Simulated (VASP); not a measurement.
# H2 in VASP: notebook

H2 is run at these levels: PBE; tasks: single point, relaxation of the atoms.

Everything below comes from runs of VASP 6.6.1. Logs are shortened: lines on timing, memory, paths and dates and some standing lists are left out, and cuts for length are marked.

**1. The cell of the first run**

The cell holds a molecule in a box, 2 atoms: a = 13.000 Å, b = 13.300 Å, c = 13.600 Å, α = 90.00°, β = 90.00°, γ = 90.00°.

**2. Single point, PBE**

Contents of INCAR:

```
PREC = Accurate ; ENCUT = 520
EDIFF = 1E-7 ; ISMEAR = 0
SIGMA = 0.01 ; LREAL = F
LASPH = T ; NELM = 60
ALGO = Normal ; ISIF = 2
LWAVE = F ; LCHARG = T
GGA = PE ; LELF = T
LVHAR = T ; NBANDS = 8
```

Contents of KPOINTS:

```
Automatic mesh
0
Gamma
  1 1 1
```

Contents of POSCAR:

```
H
1.0
   13.0000000000      0.0000000000      0.0000000000
    0.0000000000     13.3000000000      0.0000000000
    0.0000000000      0.0000000000     13.6000000000
H
2
Direct
    0.4711447292      0.5000000000      0.5000000000
    0.5288552708      0.5000000000      0.5000000000
```

Potentials or basis: VASP PAW PBE potentials, release 64 (H).

Launch:

```bash
$ cat potpaw_PBE.64/H/POTCAR > POTCAR
$ mpirun -np 1 vasp_gam > vasp.out
```

OUTCAR:

```text
PREC = Accurate
   ENCUT = 520
   EDIFF = 1E-7
   ISMEAR = 0
   LREAL = F
   LASPH = T
   NELM = 60
   ISIF = 2
   GGA = PE

 ion  position               nearest neighbor table
   1  0.471  0.500  0.500-   2 0.75
   2  0.529  0.500  0.500-   1 0.75

  LATTYP: Found a simple orthorhombic cell.
 ALAT       =    13.0000000000
 B/A-ratio  =     1.0230769231
 C/A-ratio  =     1.0461538462

  Lattice vectors:

 A1 = (  13.0000000000,   0.0000000000,   0.0000000000)
 A2 = (   0.0000000000,  13.3000000000,   0.0000000000)
 A3 = (   0.0000000000,   0.0000000000,  13.6000000000)

Analysis of symmetry for initial positions (statically):
=====================================================================
 Subroutine PRICEL returns:
 Original cell was already a primitive cell.

 Routine SETGRP: Setting up the symmetry group for a
 simple orthorhombic supercell.

 Subroutine GETGRP returns: Found  8 space group operations
 (whereof  8 operations were pure point group operations)
 out of a pool of  8 trial point group operations.

The static configuration has the point symmetry D_2h.

Analysis of symmetry for dynamics (positions and initial velocities):
=====================================================================
 Subroutine PRICEL returns:
 Original cell was already a primitive cell.

 Routine SETGRP: Setting up the symmetry group for a
 simple orthorhombic supercell.

 Subroutine GETGRP returns: Found  8 space group operations
 (whereof  8 operations were pure point group operations)
 out of a pool of  8 trial point group operations.

The dynamic configuration has the point symmetry D_2h.

 Subroutine INISYM returns: Found  8 space group operations
 (whereof  8 operations are pure point group operations),
 and found     1 'primitive' translations

----------------------------------------------------------------------------------------

                                     Primitive cell

  volume of cell :    2351.4400

  direct lattice vectors                    reciprocal lattice vectors
    13.000000000  0.000000000  0.000000000     0.076923077  0.000000000  0.000000000
     0.000000000 13.300000000  0.000000000     0.000000000  0.075187970  0.000000000
     0.000000000  0.000000000 13.600000000     0.000000000  0.000000000  0.073529412

  length of vectors
    13.000000000 13.300000000 13.600000000     0.076923077  0.075187970  0.073529412

  position of ions in fractional coordinates (direct lattice)
     0.471144729  0.500000000  0.500000000
     0.528855271  0.500000000  0.500000000

  ion indices of the primitive-cell ions
   primitive index   ion index
                 1           1
                 2           2

----------------------------------------------------------------------------------------

 KPOINTS: Automatic mesh

Automatic generation of k-mesh.
 Grid dimensions read from file:
 generate k-points for:    1    1    1

 Generating k-lattice:

  Cartesian coordinates                     Fractional coordinates (reciprocal lattice)
     0.076923077  0.000000000  0.000000000     1.000000000  0.000000000  0.000000000
     0.000000000  0.075187970  0.000000000     0.000000000  1.000000000  0.000000000
     0.000000000  0.000000000  0.073529412     0.000000000  0.000000000  1.000000000

  Length of vectors
     0.076923077  0.075187970  0.073529412

  Shift w.r.t. Gamma in fractional coordinates (k-lattice)
     0.000000000  0.000000000  0.000000000

 Subroutine IBZKPT returns following result:
 ===========================================

 Found      1 irreducible k-points:

 Following reciprocal coordinates:
            Coordinates               Weight
  0.000000  0.000000  0.000000      1.000000
   k-points           NKPTS =      1   k-points in BZ     NKDIM =      1   number of bands    NBANDS=      8
   number of dos      NEDOS =    301   number of ions     NIONS =      2
   total plane-waves  NPLWV = ******
   dimension x,y,z NGX =    98 NGY =  100 NGZ =  108
   dimension x,y,z NGXF=   196 NGYF=  200 NGZF=  216
   ions per type =               2
   NGX,Y,Z   is equivalent  to a cutoff of  12.53, 12.50, 13.20 a.u.
   NGXF,Y,Z  is equivalent  to a cutoff of  25.06, 25.00, 26.40 a.u.
 SYSTEM =  unknown system
   PREC   = accura    normal or accurate (medium, high low for compatibility)
   ISTART =      0    job   : 0-new  1-cont  2-samecut
   ICHARG =      2    charge: 1-file 2-atom 10-const
   ISPIN  =      1    spin polarized calculation?
   LNONCOLLINEAR =      F non collinear calculations
   LSORBIT =      F    spin-orbit coupling
   LASPH  =      T    aspherical Exc in radial PAW
   ENCUT  =  520.0 eV  38.22 Ry    6.18 a.u.  24.17 24.73 25.29*2*pi/ulx,y,z
   NELM   =     60;   NELMIN=  2; NELMDL= -5     # of ELM steps
   EDIFF  = 0.1E-06   stopping-criterion for ELM
   LREAL  =      F    real-space projection
   EDIFFG = 0.1E-05   stopping-criterion for IOM
   NSW    =      0    number of steps for IOM
   IBRION =     -1    ionic relax: 0-MD 1-quasi-New 2-CG
   NFREE  =      0    steps in history (QN), initial steepest desc. (CG)
   ISIF   =      2    stress and relaxation
   ISYM   =      2    0-nonsym 1-usesym 2-fastsym
   POTIM  = 0.5000    time-step for ionic-motion
   TEBEG  =    0.0;   TEEND  =   0.0 temperature during run
   PSTRESS=    0.0 pullay stress
   NELECT =       2.0000    total number of electrons
   NUPDOWN=      -1.0000    fix difference up-down
   EMIN   =  10.00;   EMAX   =-10.00  energy-range for DOS
   EFERMI =   0.00;   METHOD = LEGACY
   ISMEAR =     0;   SIGMA  =   0.01  broadening in eV -4-tet -1-fermi 0-gaus
   EFERMI_NEDOS =   21; number of points for ismear=-14 and -15
   IALGO  =     38    algorithm
   IMIX   =      4    mixing-type and parameters
     AMIX     =   0.40;   BMIX     =  1.00
     AMIX_MAG =   1.60;   BMIX_MAG =  1.00
  volume/ion in A,a.u.               =    1175.72      7934.15
  Fermi-wavevector in a.u.,A,eV,Ry     =   0.155110  0.293116  0.327345  0.024059
  Thomas-Fermi vector in A             =   0.839796
   LORBIT       =      0    0 simple, 1 ext, 2 COOP (PROOUT), +10 PAW based schemes
   GGA     = PE    functional components
   LHFCALC =     F    Hartree Fock is set to
   AEXX    =    0.0000 exact exchange contribution
   IVDW    =     0    specifies the selected vdW correction
   LEPSILON=     F    determine dielectric tensor
   LRPA    =     F    only Hartree local field effects (RPA)
 non-spin polarized calculation
 Gauss-broadening in eV      SIGMA  =   0.01
  energy-cutoff  :      520.00
  volume of cell :     2351.44
 maximum number of plane-waves:     31662
 NGX is ok and might be reduce to    98
   NGX = 49   NGY = 49   NGZ = 51

 number of electron       2.0000000 magnetization

 Free energy of the ion-electron system (eV)
  ---------------------------------------------------
  ext. energy  EPLUGINS =         0.00000000
  ---------------------------------------------------
  free energy    TOTEN  =        -6.77242903 eV

  energy without entropy =       -6.77242903  energy(sigma->0) =       -6.77242903

 E-fermi : -10.2567     XC(G=0):  -0.1663

 val. band max:      -10.3228035489   @ k =   0.0000   0.0000   0.0000
 cond. band min:      -0.0893081290   @ k =   0.0000   0.0000   0.0000
 fundamental gap:     10.2334954199
 Fermi energy:       -10.2567382067

 k-point     1 :       0.0000    0.0000    0.0000
  band No.  band energies     occupation
      1     -10.3228      2.00000
      2      -0.0893      0.00000
      3       0.2539      0.00000
      4       0.5953      0.00000
      5       0.6211      0.00000
      6       0.6793      0.00000
      7       0.8086      0.00000
      8       0.8432      0.00000

------------------------ aborting loop because EDIFF is reached ----------------------------------------

  FORCE on cell =-STRESS in cart. coord.  units (eV):
  Direction    XX          YY          ZZ          XY          YZ          ZX
  --------------------------------------------------------------------------------------
  -------------------------------------------------------------------------------------
  Total       -0.0431924     -0.0268949     -0.0271263      0.0000000      0.0000000      0.0000000
  in kB       -0.0294296     -0.0183251     -0.0184828      0.0000000      0.0000000      0.0000000
  external PRESSURE =      -0.0220792 kB  Pullay stress =       0.0000000 kB

 VOLUME and BASIS-vectors are now :
 -----------------------------------------------------------------------------
  energy-cutoff  :      520.00
  volume of cell :     2351.44
      direct lattice vectors                 reciprocal lattice vectors
    13.000000000  0.000000000  0.000000000     0.076923077  0.000000000  0.000000000
     0.000000000 13.300000000  0.000000000     0.000000000  0.075187970  0.000000000
     0.000000000  0.000000000 13.600000000     0.000000000  0.000000000  0.073529412

 POSITION                                       TOTAL-FORCE (eV/Angst)
 -----------------------------------------------------------------------------------
      6.12488      6.65000      6.80000         0.011372      0.000000      0.000000
      6.87512      6.65000      6.80000        -0.011372     -0.000000      0.000000
 -----------------------------------------------------------------------------------
    total drift:                               -0.000000     -0.000000      0.000000

  FREE ENERGIE OF THE ION-ELECTRON SYSTEM (eV)
  ---------------------------------------------------
  free  energy   TOTEN  =        -6.7724290336 eV

  energy  without entropy=       -6.7724290336  energy(sigma->0) =       -6.77242903
```

Wall time 4 min (1 thread of AMD EPYC 7R13, shared host); peak memory 1.3 GiB.

What came out:

```yaml
Free_energy: -6.7724 eV
Largest_force: 0.011 eV/Å
Gap_between_the_frontier_levels: 10.23 eV
```

Forces in eV/Å, atoms in the order of the input:
```
H    0.011  0.000  0.000
H   -0.011  0.000  0.000
```

**3. Relaxation of the atoms, PBE**

Contents of INCAR:

```
SYSTEM = H
  PREC = Accurate
  ENCUT = 520
  EDIFF = 1E-6
  ISMEAR = 0
  SIGMA = 0.01
  LREAL = .FALSE.
  LASPH = .TRUE.
  NELM = 100
  ALGO = Normal
  ISIF = 2
  LWAVE = .FALSE.
  LCHARG = .FALSE.
  GGA = PE
  IBRION = 2
  NSW = 60
  EDIFFG = -0.005
```

Contents of KPOINTS:

```
Automatic mesh
0
G
  1 1 1
  0 0 0
```

Contents of POSCAR:

```
H
1.0
   13.0000000000      0.0000000000      0.0000000000
    0.0000000000     13.3000000000      0.0000000000
    0.0000000000      0.0000000000     13.6000000000
H
2
Direct
    0.4711538462      0.5000000000      0.5000000000
    0.5288461538      0.5000000000      0.5000000000
```

Potentials or basis: VASP PAW PBE potentials, release 64 (H).

Launch:

```bash
$ cat potpaw_PBE.64/H/POTCAR > POTCAR
$ mpirun -np 1 vasp_gam > vasp.out
```

Wall time 2.8 min (1 thread of AMD EPYC 7R13, shared host); peak memory 1.3 GiB.

Results (log left out):

* Free energy: -6.7724 eV
* Largest force after relaxing: 0.003 eV/Å
* Gap between the frontier levels: 10.23 eV

Forces on the atoms (eV/Å):
```
H    0.003  0.000  0.000
H   -0.003  0.000  0.000
```

Final structure:
```cif
data_structure
_symmetry_space_group_name_H-M 'P 1'
_symmetry_Int_Tables_number 1
_cell_length_a 13.0000
_cell_length_b 13.3000
_cell_length_c 13.6000
_cell_angle_alpha 90.000
_cell_angle_beta 90.000
_cell_angle_gamma 90.000
_cell_volume 2351.44
loop_
_atom_site_label
_atom_site_type_symbol
_atom_site_fract_x
_atom_site_fract_y
_atom_site_fract_z
_atom_site_occupancy
H1 H 0.47115 0.50000 0.50000 1
H2 H 0.52885 0.50000 0.50000 1
```

Levels at points of the mesh, in eV from the valence-band top:
| k point | band 1 | band 2 | band 3 | band 4 | band 5 |
| --- | --- | --- | --- | --- | --- |
| (0.00, 0.00, 0.00) | 0.00 | 10.23 | 10.58 | 10.92 | 10.94 |

Caveat: the relaxation stopped at its first step, so nothing moved.
